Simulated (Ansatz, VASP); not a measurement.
# Ni: VASP beside Ansatz

Contents of INCAR:

```
SYSTEM = Ni
  ALGO = Normal
  EDIFF = 1E-6
  EDIFFG = -0.005
  ENCUT = 600
  GGA = PS
  IBRION = 2
  ISIF = 3
  ISMEAR = 0
  ISPIN = 2
  LASPH = .TRUE.
  LCHARG = .FALSE.
  LMAXMIX = 4
  LORBIT = 11
  LREAL = .FALSE.
  LWAVE = .FALSE.
  MAGMOM = 0.81 0.81
  NELM = 150
  NSW = 100
  PREC = Accurate
  SIGMA = 0.1
```

KPOINTS

```
k-points
0
G
  18 18 10
  0 0 0
```

The input POSCAR:

```
Ni
1.0
    2.4491677599      0.0000000000      0.0000000000
   -1.2245838800      2.1210414982      0.0000000000
    0.0000000000      0.0000000000      4.0151323503
Ni
2
Direct
    0.0000000000      0.0000000000      0.0000000000
    0.3333333333      0.6666666667      0.5000000000
```

Input for Ansatz:

```yaml
crystal:
  lattice:
    - [2.4491677599, 0.0, 0.0]
    - [-1.22458388, 2.1210414982, 0.0]
    - [0.0, 0.0, 4.0151323503]
  atoms:
    - { symbol: Ni, position: [0.0, 0.0, 0.0], spin: 0.81 }
    - { symbol: Ni, position: [0.3333333333, 0.6666666667, 0.5], spin: 0.81 }
basis:
  ecutwfc: 420
kpoints:
  mp_grid: { grid: [18, 18, 10] }
hamiltonian:
  xc: pbesol
scf:
  occupations: { method: gaussian, width: 0.1 }
output:
  forces: true
  stress: true
  eigenvalues: true
  populations: true
  write_density: true
  write_potential: true
  elf: true
  volumetric_format: npy
magnetization:
  spin_polarized: true
relax:
  adjacent_minimum: "off"
  f_tol: 0.005
  max_steps: 80
  cell: { stress_tol: 0.05 }
```

Alike in both runs: task relaxation of cell and atoms; functional PBEsol; k mesh 18 × 18 × 10; occupations gaussian, width 0.1 eV; collinear spin.

|  | VASP | Ansatz |
| --- | --- | --- |
| version | VASP 6.6.1 | Ansatz 0.2.0 |
| potentials or method | VASP PAW PBE potentials, release 64 (Ni), cutoff 600 eV | scalar-relativistic, plane waves, PAW |
| valence electrons in the cell | 20 | 36 |

|  | VASP | Ansatz | Ansatz less VASP |
| --- | --- | --- | --- |
| gap on the k mesh at the Fermi level, each at its own relaxed structure (eV) | none | none | - |
| net moment per atom (μB) | 0.61 | 0.62 | +0.010 |
| size of the moment on the site where the two differ most (μB) | 0.61 | 0.65 | +0.038 |
| relaxed volume (Å³/atom) | 10.40 | 10.41 | +0.006 |
| relaxed cell length with the largest relative difference (Å) | 2.444 | 2.445 | +0.0007 |

VASP's potentials were made for PBE, not for PBEsol. Site moments also hang on the region over which each program counts them. A gap of «none» marks a metal or a gap that the smearing closes. VASP's potentials hold 20 valence electrons a cell and Ansatz's 36, so a difference there can come from the potentials and not from the codes.
